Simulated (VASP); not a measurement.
# GaAs in VASP: a series of runs

GaAs is run at these levels: PBE; tasks: single point.

Program: VASP 6.6.1. These are calculated values, not measurements. Logs are shortened: lines on timing, memory, paths and dates and some standing lists are left out, and cuts for length are marked.

## 1. The cell of the first run

Symmetry: F-43m, No. 216, cubic system. The conventional cell has a = 5.745 Å, b = 5.745 Å, c = 5.745 Å, α = 90.00°, β = 90.00°, γ = 90.00°. Within 3.3 Å of Ga (site symmetry -43m) lie 4 As at 2.49 Å. Within 3.3 Å of As (site symmetry -43m) lie 4 Ga at 2.49 Å.

## 2. Single point, PBE

INCAR reads:

```
PREC = Accurate
ENCUT = 520
EDIFF = 1E-6
ISMEAR = 0
SIGMA = 0.01
LREAL = False
LASPH = True
NELM = 80
ALGO = Normal
ISIF = 2
LWAVE = False
LCHARG = False
GGA = PE
NBANDS = 16
```

KPOINTS reads:

```
Automatic mesh
0
Gamma
  10 10 10
```

POSCAR reads:

```
GaAs
1.0
    0.0000000000      2.8724896906      2.8724896906
    2.8724896906      0.0000000000      2.8724896906
    2.8724896906      2.8724896906      0.0000000000
Ga As
1 1
Direct
    0.7500000000      0.7500000000      0.7500000000
    0.5000000000      0.5000000000      0.5000000000
```

Potentials or basis: VASP PAW PBE potentials, release 64 (Ga_d, As).

Launch:

```console
cat potpaw_PBE.64/Ga_d/POTCAR potpaw_PBE.64/As/POTCAR > POTCAR
mpirun -np 1 vasp_std > vasp.out
```

OUTCAR:

```text
PREC = Accurate
   ENCUT = 520
   EDIFF = 1E-6
   ISMEAR = 0
   LREAL = False
   LASPH = True
   NELM = 80
   ISIF = 2
   GGA = PE

 ion  position               nearest neighbor table
   1  0.750  0.750  0.750-   2 2.49   2 2.49   2 2.49   2 2.49
   2  0.500  0.500  0.500-   1 2.49   1 2.49   1 2.49   1 2.49

  LATTYP: Found a face centered cubic cell.
 ALAT       =     5.7449793812

  Lattice vectors:

 A1 = (   0.0000000000,   2.8724896906,   2.8724896906)
 A2 = (   2.8724896906,   0.0000000000,   2.8724896906)
 A3 = (   2.8724896906,   2.8724896906,   0.0000000000)

Analysis of symmetry for initial positions (statically):
=====================================================================
 Subroutine PRICEL returns:
 Original cell was already a primitive cell.

 Routine SETGRP: Setting up the symmetry group for a
 face centered cubic supercell.

 Subroutine GETGRP returns: Found 24 space group operations
 (whereof 24 operations were pure point group operations)
 out of a pool of 48 trial point group operations.

The static configuration has the point symmetry T_d .

Analysis of symmetry for dynamics (positions and initial velocities):
=====================================================================
 Subroutine PRICEL returns:
 Original cell was already a primitive cell.

 Routine SETGRP: Setting up the symmetry group for a
 face centered cubic supercell.

 Subroutine GETGRP returns: Found 24 space group operations
 (whereof 24 operations were pure point group operations)
 out of a pool of 48 trial point group operations.

The dynamic configuration has the point symmetry T_d .

 Subroutine INISYM returns: Found 24 space group operations
 (whereof 24 operations are pure point group operations),
 and found     1 'primitive' translations

----------------------------------------------------------------------------------------

                                     Primitive cell

  volume of cell :      47.4030

  direct lattice vectors                    reciprocal lattice vectors
     0.000000000  2.872489691  2.872489691    -0.174065029  0.174065029  0.174065029
     2.872489691  0.000000000  2.872489691     0.174065029 -0.174065029  0.174065029
     2.872489691  2.872489691  0.000000000     0.174065029  0.174065029 -0.174065029

  length of vectors
     4.062313878  4.062313878  4.062313878     0.301489473  0.301489473  0.301489473

  position of ions in fractional coordinates (direct lattice)
     0.750000000  0.750000000  0.750000000
     0.500000000  0.500000000  0.500000000

  ion indices of the primitive-cell ions
   primitive index   ion index
                 1           1
                 2           2

----------------------------------------------------------------------------------------

 KPOINTS: Automatic mesh

Automatic generation of k-mesh.
 Grid dimensions read from file:
 generate k-points for:   10   10   10

 Generating k-lattice:

  Cartesian coordinates                     Fractional coordinates (reciprocal lattice)
    -0.017406503  0.017406503  0.017406503     0.100000000  0.000000000  0.000000000
     0.017406503 -0.017406503  0.017406503     0.000000000  0.100000000  0.000000000
     0.017406503  0.017406503 -0.017406503     0.000000000  0.000000000  0.100000000

  Length of vectors
     0.030148947  0.030148947  0.030148947

  Shift w.r.t. Gamma in fractional coordinates (k-lattice)
     0.000000000  0.000000000  0.000000000

 Subroutine IBZKPT returns following result:
 ===========================================

 Found     47 irreducible k-points:

 Following reciprocal coordinates:
            Coordinates               Weight
  0.000000  0.000000  0.000000      1.000000
  0.100000  0.000000  0.000000      8.000000
  0.200000  0.000000  0.000000      8.000000
  0.300000  0.000000  0.000000      8.000000
  0.400000  0.000000  0.000000      8.000000
  0.500000  0.000000  0.000000      4.000000
[... 16 lines left out ...]
  0.300000  0.300000  0.000000      6.000000
  0.400000  0.300000  0.000000     24.000000
 [... further k-points ...]
   k-points           NKPTS =     47   k-points in BZ     NKDIM =     47   number of bands    NBANDS=     16
   number of dos      NEDOS =    301   number of ions     NIONS =      2
   total plane-waves  NPLWV =  27000
   dimension x,y,z NGX =    30 NGY =   30 NGZ =   30
   dimension x,y,z NGXF=    60 NGYF=   60 NGZF=   60
   ions per type =               1   1
   NGX,Y,Z   is equivalent  to a cutoff of  12.28, 12.28, 12.28 a.u.
   NGXF,Y,Z  is equivalent  to a cutoff of  24.55, 24.55, 24.55 a.u.
 SYSTEM =  unknown system
   PREC   = accura    normal or accurate (medium, high low for compatibility)
   ISTART =      0    job   : 0-new  1-cont  2-samecut
   ICHARG =      2    charge: 1-file 2-atom 10-const
   ISPIN  =      1    spin polarized calculation?
   LNONCOLLINEAR =      F non collinear calculations
   LSORBIT =      F    spin-orbit coupling
   LASPH  =      T    aspherical Exc in radial PAW
   ENCUT  =  520.0 eV  38.22 Ry    6.18 a.u.   7.55  7.55  7.55*2*pi/ulx,y,z
   NELM   =     80;   NELMIN=  2; NELMDL= -5     # of ELM steps
   EDIFF  = 0.1E-05   stopping-criterion for ELM
   LREAL  =      F    real-space projection
   EDIFFG = 0.1E-04   stopping-criterion for IOM
   NSW    =      0    number of steps for IOM
   IBRION =     -1    ionic relax: 0-MD 1-quasi-New 2-CG
   NFREE  =      0    steps in history (QN), initial steepest desc. (CG)
   ISIF   =      2    stress and relaxation
   ISYM   =      2    0-nonsym 1-usesym 2-fastsym
   POTIM  = 0.5000    time-step for ionic-motion
   TEBEG  =    0.0;   TEEND  =   0.0 temperature during run
   PSTRESS=    0.0 pullay stress
   NELECT =      18.0000    total number of electrons
   NUPDOWN=      -1.0000    fix difference up-down
   EMIN   =  10.00;   EMAX   =-10.00  energy-range for DOS
   EFERMI =   0.00;   METHOD = LEGACY
   ISMEAR =     0;   SIGMA  =   0.01  broadening in eV -4-tet -1-fermi 0-gaus
   EFERMI_NEDOS =   21; number of points for ismear=-14 and -15
   IALGO  =     38    algorithm
   IMIX   =      4    mixing-type and parameters
     AMIX     =   0.40;   BMIX     =  1.00
     AMIX_MAG =   1.60;   BMIX_MAG =  1.00
  volume/ion in A,a.u.               =      23.70       159.95
  Fermi-wavevector in a.u.,A,eV,Ry     =   1.185488  2.240248 19.121383  1.405382
  Thomas-Fermi vector in A             =   2.321681
   LORBIT       =      0    0 simple, 1 ext, 2 COOP (PROOUT), +10 PAW based schemes
   GGA     = PE    functional components
   LHFCALC =     F    Hartree Fock is set to
   AEXX    =    0.0000 exact exchange contribution
   IVDW    =     0    specifies the selected vdW correction
   LEPSILON=     F    determine dielectric tensor
   LRPA    =     F    only Hartree local field effects (RPA)
 non-spin polarized calculation
 Gauss-broadening in eV      SIGMA  =   0.01
  energy-cutoff  :      520.00
  volume of cell :       47.40
 maximum number of plane-waves:      1298
   NGX = 15   NGY = 15   NGZ = 15

 number of electron      17.9999987 magnetization

 Free energy of the ion-electron system (eV)
  ---------------------------------------------------
  ext. energy  EPLUGINS =         0.00000000
  ---------------------------------------------------
  free energy    TOTEN  =        -8.27522998 eV

  energy without entropy =       -8.27522998  energy(sigma->0) =       -8.27522998

 E-fermi :   3.5631     XC(G=0):  -9.3738

 val. band max:        3.4914179149   @ k =   0.0000   0.0000   0.0000
 cond. band min:       3.6560505385   @ k =   0.0000   0.0000   0.0000
 fundamental gap:      0.1646326236
 Fermi energy:         3.5630895287

 k-point     1 :       0.0000    0.0000    0.0000
  band No.  band energies     occupation
      1     -11.2355      2.00000
      2     -11.2355      2.00000
      3     -11.2355      2.00000
      4     -11.1675      2.00000
      5     -11.1675      2.00000
      6      -8.8996      2.00000
[... 8 lines left out ...]
     15      13.4956      0.00000
     16      13.4956      0.00000

 k-point     2 :       0.1000    0.0000    0.0000
  band No.  band energies     occupation
      1     -11.2425      2.00000
      2     -11.2336      2.00000
      3     -11.2336      2.00000
      4     -11.1676      2.00000
      5     -11.1676      2.00000
      6      -8.7903      2.00000
[... 8 lines left out ...]
     15      12.8642      0.00000
     16      12.8642      0.00000

 k-point     3 :       0.2000    0.0000    0.0000
  band No.  band energies     occupation
      1     -11.2598      2.00000
      2     -11.2287      2.00000
      3     -11.2287      2.00000
      4     -11.1675      2.00000
      5     -11.1675      2.00000
      6      -8.4765      2.00000
[... 8 lines left out ...]
     15      12.3898      0.00000
     16      12.4243      0.00000

 k-point     4 :       0.3000    0.0000    0.0000
  band No.  band energies     occupation
      1     -11.2797      2.00000
      2     -11.2235      2.00000
      3     -11.2235      2.00000
      4     -11.1665      2.00000
      5     -11.1665      2.00000
      6      -8.0087      2.00000
[... 8 lines left out ...]
     15      12.7331      0.00000
     16      12.7331      0.00000
[... 324 lines left out ...]
 k-point    22 :      -0.2000    0.2000    0.0000
  band No.  band energies     occupation
      1     -11.2857      2.00000
      2     -11.2207      2.00000
      3     -11.2190      2.00000
      4     -11.1699      2.00000
      5     -11.1656      2.00000
      6      -7.8467      2.00000
[... 8 lines left out ...]
     15      13.8764      0.00000
     16      14.5509      0.00000

 k-point    23 :       0.3000    0.3000    0.0000
  band No.  band energies     occupation
      1     -11.3014      2.00000
      2     -11.2088      2.00000
      3     -11.2088      2.00000
      4     -11.1802      2.00000
      5     -11.1603      2.00000
      6      -7.6946      2.00000
[... 8 lines left out ...]
     15      14.8956      0.00000
     16      15.6313      0.00000

 k-point    24 :       0.4000    0.3000    0.0000
  band No.  band energies     occupation
      1     -11.3119      2.00000
      2     -11.2050      2.00000
      3     -11.2038      2.00000
      4     -11.1818      2.00000
      5     -11.1593      2.00000
      6      -7.2917      2.00000
[... 8 lines left out ...]
     15      15.5574      0.00000
     16      15.9884      0.00000

 [... further k-points ...]
[... 5 lines left out ...]
  --------------------------------------------------------------------------------------
  -------------------------------------------------------------------------------------
  Total        0.0466057      0.0466057      0.0466057      0.0000000      0.0000000      0.0000000
  in kB        1.5752304      1.5752304      1.5752304      0.0000000      0.0000000      0.0000000
  external PRESSURE =       1.5752304 kB  Pullay stress =       0.0000000 kB

 VOLUME and BASIS-vectors are now :
 -----------------------------------------------------------------------------
  energy-cutoff  :      520.00
  volume of cell :       47.40
      direct lattice vectors                 reciprocal lattice vectors
     0.000000000  2.872489691  2.872489691    -0.174065029  0.174065029  0.174065029
     2.872489691  0.000000000  2.872489691     0.174065029 -0.174065029  0.174065029
     2.872489691  2.872489691  0.000000000     0.174065029  0.174065029 -0.174065029

 POSITION                                       TOTAL-FORCE (eV/Angst)
 -----------------------------------------------------------------------------------
      4.30873      4.30873      4.30873        -0.000000     -0.000000     -0.000000
      2.87249      2.87249      2.87249         0.000000      0.000000      0.000000
 -----------------------------------------------------------------------------------
    total drift:                               -0.000002     -0.000002     -0.000002

  FREE ENERGIE OF THE ION-ELECTRON SYSTEM (eV)
  ---------------------------------------------------
  free  energy   TOTEN  =        -8.2752299844 eV

  energy  without entropy=       -8.2752299844  energy(sigma->0) =       -8.27522998
```

Run time: 14 s. Hardware: 1 thread of Intel Xeon 6975P-C (Granite Rapids), shared host; peak memory 0.18 GiB.

What came out:

```yaml
Free_energy: -8.2752 eV
Pressure: 0.2 GPa
Band_gap_on_the_k_mesh: 0.16 eV, direct
```

## 3. Single point, PBE

INCAR reads:

```
SYSTEM = GaAs
PREC     = Accurate       ! precision mode
ENCUT    = 520            ! plane-wave cutoff, eV
EDIFF    = 1E-6           ! SCF threshold, eV
ISMEAR   = 0              ! smearing method
SIGMA    = 0.01           ! smearing width, eV
LREAL    = .FALSE.        ! projectors in reciprocal space
LASPH    = .TRUE.         ! aspherical terms in the spheres
NELM     = 80             ! most SCF steps
ALGO     = Normal         ! electronic algorithm
ISIF     = 2              ! what is computed and relaxed
LWAVE    = .FALSE.        ! write WAVECAR
LCHARG   = .FALSE.        ! write CHGCAR
GGA      = PE             ! functional
NBANDS   = 16             ! bands
```

KPOINTS reads:

```
regular mesh
0
G
  10 10 10
  0 0 0
```

POSCAR is that of step 2.

Potentials or basis: VASP PAW PBE potentials, release 64 (Ga_d, As).

Launch:

```console
cat potpaw_PBE.64/Ga_d/POTCAR potpaw_PBE.64/As/POTCAR > POTCAR
mpirun -np 1 vasp_std > vasp.out
```

Run time: 18 s. Hardware: 1 thread of Intel Xeon 6975P-C (Granite Rapids), shared host; peak memory 0.18 GiB.

The run converged. Its results:

```yaml
Free_energy: -8.2752 eV
Pressure: 0.2 GPa
Band_gap_on_the_k_mesh: 0.16 eV, direct
```

Levels at points of the mesh, in eV from the valence-band top:
| k point | band 6 | band 7 | band 8 | band 9 | band 10 | band 11 | band 12 | band 13 |
| --- | --- | --- | --- | --- | --- | --- | --- | --- |
| (0.00, 0.00, 0.00) | -12.39 | 0.00 | 0.00 | 0.00 | 0.16 | 3.72 | 3.72 | 3.72 |
| (0.50, 0.00, 0.00) | -10.77 | -6.38 | -1.07 | -1.07 | 0.87 | 4.62 | 4.62 | 7.70 |
| (0.50, 0.50, 0.00) | -10.09 | -6.60 | -2.51 | -2.51 | 1.55 | 1.67 | 9.79 | 9.79 |

## 4. Single point, PBE

INCAR reads:

```
  ALGO = Normal
  EDIFF = 1E-6
  ENCUT = 520
  GGA = PE
  ISIF = 2
  ISMEAR = 0
  LASPH = True
  LCHARG = False
  LREAL = False
  LWAVE = False
  NBANDS = 16
  NELM = 80
  PREC = Accurate
  SIGMA = 0.1
```

KPOINTS reads:

```
k-points
0
Gamma
  6 6 6
```

POSCAR reads:

```
GaAs
1.0
    3.5162248560     -2.0314449021     -0.0981768305
    3.5162248560      2.0314449021     -0.0981768305
   -2.2527122199      0.0000000000      3.3810307057
Ga As
1 1
Direct
    0.9999993996      0.9999993996      1.0000186863
    0.7500006004      0.7500006004      0.2499813137
```

Launch:

```console
cat potpaw_PBE.64/Ga_d/POTCAR potpaw_PBE.64/As/POTCAR > POTCAR
mpirun -np 1 vasp_std > vasp.out
```

It took 21 s on 1 thread of Intel Xeon 6975P-C (Granite Rapids), shared host; peak memory 0.2 GiB.

Results (log left out):

- Free energy: -8.2511 eV
- Pressure: 0.2 GPa
- Band gap on the k mesh: 0.16 eV, direct

Levels at points of the mesh, in eV from the valence-band top:
```
           k point  band 7  band 8  band 9  band 10  band 11  band 12
(0.00, 0.00, 0.00)    0.00    0.00    0.00     0.16     3.71     3.71
(0.50, 0.00, 0.00)   -6.39   -1.08   -1.07     0.86     4.61     4.61
(0.50, 0.50, 0.00)   -6.61   -2.52   -2.52     1.54     1.67     9.78
(0.00, 0.00, 0.50)   -6.39   -1.08   -1.07     0.86     4.61     4.61
(0.50, 0.50, 0.50)   -6.39   -1.08   -1.07     0.86     4.61     4.61
(0.50, 0.00, 0.50)   -6.61   -2.52   -2.52     1.55     1.67     9.78
```
